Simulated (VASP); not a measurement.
# LiBr (Fm-3m) in VASP: notebook

The runs below take LiBr through single point, with PBE, HSE06.

All numbers are computed with VASP 6.6.1; they aren't measurements. Logs are shortened: lines on timing, memory, paths and dates and some standing lists are left out, and cuts for length are marked.

## (1) The cell of the first run

Symmetry: Fm-3m, No. 225, cubic system. Conventional cell: a = 5.479 Å, b = 5.479 Å, c = 5.479 Å, α = 90.00°, β = 90.00°, γ = 90.00°. Within 3.6 Å of Li (site symmetry m-3m) lie 6 Br at 2.74 Å. Within 3.6 Å of Br (site symmetry m-3m) lie 6 Li at 2.74 Å.

## (2) Single point, PBE, non-collinear spin, zero start, spin-orbit coupling

Contents of INCAR:

```
PREC     = Accurate       # precision mode
ENCUT    = 750            # plane-wave cutoff, eV
EDIFF    = 1E-6           # SCF threshold, eV
ISMEAR   = 0              # smearing method
SIGMA    = 0.01           # smearing width, eV
LREAL    = F              # projectors in reciprocal space
LASPH    = T              # aspherical terms in the spheres
NELM     = 200            # most SCF steps
ALGO     = Normal         # electronic algorithm
ISIF     = 2              # what is computed and relaxed
LWAVE    = F              # write WAVECAR
LCHARG   = T              # write CHGCAR
MAGMOM   = 0 0 0 0 0 0    # initial moments
LORBIT   = 11             # projections on sites
LSORBIT  = T              # spin-orbit coupling
GGA_COMPAT= F            
LORBMOM  = T            
GGA      = PE             # functional
LVHAR    = T            
NBANDS   = 22             # bands
```

Contents of KPOINTS:

```
regular mesh
0
Gamma
  8 8 8
```

Contents of POSCAR:

```
LiBr
1.0
    0.0000000000      2.7395650495      2.7395650495
    2.7395650495      0.0000000000      2.7395650495
    2.7395650495      2.7395650495      0.0000000000
Li Br
1 1
Direct
    0.0000000000      0.0000000000      0.0000000000
    0.5000000000      0.5000000000      0.5000000000
```

Potentials or basis: VASP PAW PBE potentials, release 64 (Li_sv, Br).

Started as:

```
$ cat potpaw_PBE.64/Li_sv/POTCAR potpaw_PBE.64/Br/POTCAR > POTCAR
$ mpirun -np 1 vasp_ncl > vasp.out
```

OUTCAR:

```text
PREC = Accurate
   ENCUT = 750
   EDIFF = 1E-6
   ISMEAR = 0
   LREAL = F
   LASPH = T
   NELM = 200
   ISIF = 2
   LORBIT = 11
   LSORBIT = T
   GGA = PE

 ion  position               nearest neighbor table
   1  0.000  0.000  0.000-
   2  0.500  0.500  0.500-

  LATTYP: Found a face centered cubic cell.
 ALAT       =     5.4791300990

  Lattice vectors:

 A1 = (   0.0000000000,   2.7395650495,   2.7395650495)
 A2 = (   2.7395650495,   0.0000000000,   2.7395650495)
 A3 = (   2.7395650495,   2.7395650495,   0.0000000000)

Analysis of symmetry for initial positions (statically):
=====================================================================
 Subroutine PRICEL returns:
 Original cell was already a primitive cell.

 Routine SETGRP: Setting up the symmetry group for a
 face centered cubic supercell.

 Subroutine GETGRP returns: Found 48 space group operations
 (whereof 48 operations were pure point group operations)
 out of a pool of 48 trial point group operations.

The static configuration has the point symmetry O_h .

Analysis of symmetry for dynamics (positions and initial velocities):
=====================================================================
 Subroutine PRICEL returns:
 Original cell was already a primitive cell.

 Routine SETGRP: Setting up the symmetry group for a
 face centered cubic supercell.

 Subroutine GETGRP returns: Found 48 space group operations
 (whereof 48 operations were pure point group operations)
 out of a pool of 48 trial point group operations.

The dynamic configuration has the point symmetry O_h .

Analysis of structural, dynamic, and magnetic symmetry:
=====================================================================
 Subroutine PRICEL returns:
 Original cell was already a primitive cell.

 Routine SETGRP: Setting up the symmetry group for a
 face centered cubic supercell.

 Subroutine GETGRP returns: Found 48 space group operations
 (whereof 48 operations were pure point group operations)
 out of a pool of 48 trial point group operations.

The overall configuration has the point symmetry O_h .

 Subroutine INISYM returns: Found 48 space group operations
 (whereof 48 operations are pure point group operations),
 and found     1 'primitive' translations

[... 776 lines left out ...]
 -----------------------------------------------------------------------------------
      0.00000      0.00000      0.00000         0.000000     -0.000000      0.000000
      2.73957      2.73957      2.73957        -0.000000      0.000000     -0.000000
 -----------------------------------------------------------------------------------
    total drift:                                0.000000      0.000000      0.000000

  FREE ENERGIE OF THE ION-ELECTRON SYSTEM (eV)
  ---------------------------------------------------
  free  energy   TOTEN  =        -6.6656378211 eV

  energy  without entropy=       -6.6656378211  energy(sigma->0) =       -6.66563782

 orbital moment (x)

 # of ion     p       d       tot
 ----------------------------------------
  1         0.000   0.000   0.000
  2         0.000   0.000   0.000
 ----------------------------------------
            0.000   0.000   0.000

 orbital moment (y)

 # of ion     p       d       tot
 ----------------------------------------
  1         0.000   0.000   0.000
  2         0.000   0.000   0.000
 ----------------------------------------
            0.000   0.000   0.000

 orbital moment (z)

 # of ion     p       d       tot
 ----------------------------------------
  1         0.000   0.000   0.000
  2         0.000   0.000   0.000
 ----------------------------------------
            0.000   0.000   0.000

 Spin-Orbit-Coupling matrix elements

 Ion:    1  E_soc:     -0.0000005
 l=   1
     0.0000000    -0.0000001    -0.0000001
    -0.0000001     0.0000000    -0.0000001
    -0.0000001    -0.0000001     0.0000000
 l=   2
     0.0000000     0.0000000     0.0000000     0.0000000     0.0000000
     0.0000000     0.0000000     0.0000000     0.0000000     0.0000000
     0.0000000     0.0000000     0.0000000     0.0000000     0.0000000
     0.0000000     0.0000000     0.0000000     0.0000000     0.0000000
     0.0000000     0.0000000     0.0000000     0.0000000     0.0000000
 l=   3
     0.0000000     0.0000000     0.0000000     0.0000000     0.0000000     0.0000000     0.0000000
     0.0000000     0.0000000     0.0000000     0.0000000     0.0000000     0.0000000     0.0000000
     0.0000000     0.0000000     0.0000000     0.0000000     0.0000000     0.0000000     0.0000000
     0.0000000     0.0000000     0.0000000     0.0000000     0.0000000     0.0000000     0.0000000
     0.0000000     0.0000000     0.0000000     0.0000000     0.0000000     0.0000000     0.0000000
     0.0000000     0.0000000     0.0000000     0.0000000     0.0000000     0.0000000     0.0000000
     0.0000000     0.0000000     0.0000000     0.0000000     0.0000000     0.0000000     0.0000000

 Ion:    2  E_soc:     -0.0503371
 l=   1
     0.0000000    -0.0083880    -0.0083880
    -0.0083880     0.0000000    -0.0083880
    -0.0083880    -0.0083880     0.0000000
 l=   2
     0.0000000    -0.0000003     0.0000000    -0.0000003    -0.0000012
    -0.0000003     0.0000000    -0.0000009    -0.0000003    -0.0000003
     0.0000000    -0.0000009     0.0000000    -0.0000009     0.0000000
    -0.0000003    -0.0000003    -0.0000009     0.0000000    -0.0000003
    -0.0000012    -0.0000003     0.0000000    -0.0000003     0.0000000
 l=   3
     0.0000000     0.0000000     0.0000000     0.0000000     0.0000000     0.0000000     0.0000000
     0.0000000     0.0000000     0.0000000     0.0000000     0.0000000     0.0000000     0.0000000
     0.0000000     0.0000000     0.0000000     0.0000000     0.0000000     0.0000000     0.0000000
     0.0000000     0.0000000     0.0000000     0.0000000     0.0000000     0.0000000     0.0000000
     0.0000000     0.0000000     0.0000000     0.0000000     0.0000000     0.0000000     0.0000000
     0.0000000     0.0000000     0.0000000     0.0000000     0.0000000     0.0000000     0.0000000
     0.0000000     0.0000000     0.0000000     0.0000000     0.0000000     0.0000000     0.0000000

 total charge

# of ion       s       p       d       tot
------------------------------------------
    1        2.006   0.033   0.000   2.038
    2        1.602   3.312   0.005   4.919
--------------------------------------------------
tot          3.608   3.345   0.005   6.958

 magnetization (x)

# of ion       s       p       d       tot
------------------------------------------
    1       -0.000   0.000   0.000   0.000
    2       -0.000   0.000  -0.000  -0.000
--------------------------------------------------
tot         -0.000   0.000  -0.000  -0.000

 magnetization (y)

# of ion       s       p       d       tot
------------------------------------------
    1        0.000  -0.000   0.000   0.000
    2       -0.000   0.000   0.000  -0.000
--------------------------------------------------
tot          0.000  -0.000   0.000  -0.000

 magnetization (z)

# of ion       s       p       d       tot
------------------------------------------
    1        0.000   0.000   0.000   0.000
    2       -0.000   0.000  -0.000  -0.000
--------------------------------------------------
tot         -0.000   0.000  -0.000   0.000
```

OSZICAR:

```text
N       E                     dE             d eps       ncg     rms          rms(c)
DAV:   1     0.646737318746E+02    0.64674E+02   -0.47865E+03  1276   0.110E+03
DAV:   2    -0.251627947256E+00   -0.64925E+02   -0.61289E+02  1600   0.211E+02
DAV:   3    -0.655326249907E+01   -0.63016E+01   -0.62537E+01  2174   0.561E+01
DAV:   4    -0.668917533859E+01   -0.13591E+00   -0.13564E+00  1712   0.870E+00
DAV:   5    -0.669336575042E+01   -0.41904E-02   -0.41901E-02  1826   0.125E+00    0.205E+00
DAV:   6    -0.666099230522E+01    0.32373E-01   -0.44699E-02  1614   0.127E+00    0.125E+00
DAV:   7    -0.666274614262E+01   -0.17538E-02   -0.28533E-02  1792   0.109E+00    0.677E-01
DAV:   8    -0.666461708742E+01   -0.18709E-02   -0.22625E-03  1672   0.383E-01    0.317E-01
DAV:   9    -0.666561921624E+01   -0.10021E-02   -0.13726E-03  1452   0.298E-01    0.652E-02
DAV:  10    -0.666561009657E+01    0.91197E-05   -0.38066E-05  1702   0.499E-02    0.269E-02
DAV:  11    -0.666563737507E+01   -0.27279E-04   -0.40792E-05  1446   0.465E-02    0.119E-02
DAV:  12    -0.666563782112E+01   -0.44605E-06   -0.12867E-06  1696   0.896E-03
   1 F= -.66656378E+01 E0= -.66656378E+01  d E =-.364092-104  mag=    -0.0000     0.0000    -0.0000
```

Wall time 2.7 min (1 thread of Oxide Virtual Turin-like, shared host); peak memory 0.38 GiB.

Results:

```
Free energy                                           : -6.6656 eV
Pressure                                              : 0.4 GPa
Net moment                                            : 0.00 μB per cell
Valence electrons inside the program's atomic spheres : Li 2.04; Br 4.92
```

Moments on the atoms (μB; x, y, z):
```
Li  0.00 0.00 0.00
Br  0.00 0.00 0.00
```

## (3) Single point, HSE06

POSCAR is that of step 2.

Contents of INCAR.step1:

```
  PREC = Accurate
  ENCUT = 650
  EDIFF = 1E-5
  ISMEAR = 0
  SIGMA = 0.01
  LREAL = False
  LASPH = True
  NELM = 120
  ALGO = Normal
  ISIF = 2
  LWAVE = True
  GGA = PE
  NBANDS = 12
  GGA_COMPAT = False
```

Contents of INCAR.step2:

```
  PREC = Accurate
  ENCUT = 650
  EDIFF = 1E-6
  ISMEAR = 0
  SIGMA = 0.01
  LREAL = False
  LASPH = True
  NELM = 120
  ALGO = Normal
  ISIF = 2
  LWAVE = False
  LCHARG = True
  GGA = PE
  LHFCALC = True
  HFSCREEN = 0.2079
  PRECFOCK = Normal
  LELF = True
  LVHAR = True
  ISTART = 1
  NBANDS = 12
  GGA_COMPAT = False
```

Contents of KPOINTS:

```
regular mesh
0
Gamma
  6 6 6
```

Potentials or basis: VASP PAW PBE potentials, release 64 (Li_sv, Br).

Started as:

```
$ cat potpaw_PBE.64/Li_sv/POTCAR potpaw_PBE.64/Br/POTCAR > POTCAR
$ cp INCAR.step1 INCAR
$ mpirun -np 1 vasp_std > vasp.out
$ cp INCAR.step2 INCAR
$ mpirun -np 1 vasp_std > vasp.out
```

It took 32 min on 1 thread of Oxide Virtual Turin-like, shared host; peak memory 0.27 GiB.

Results (log left out):

```
Free energy            : -7.6027 eV
Pressure               : -0.2 GPa
Band gap on the k mesh : 6.21 eV
```

Levels at points of the mesh, in eV from the valence-band top:
```tsv
k point	band 3	band 4	band 5	band 6	band 7	band 8
(0.00, 0.00, 0.00)	0.00	0.00	0.00	6.21	11.82	11.82
(0.50, 0.00, 0.00)	-3.17	-0.30	-0.30	6.82	9.41	9.41
(0.50, 0.50, 0.00)	-3.16	-1.25	-1.25	7.48	8.24	13.24
```

Caveat: the PAW data sets were made with another functional, which shifts forces and pressure a little.
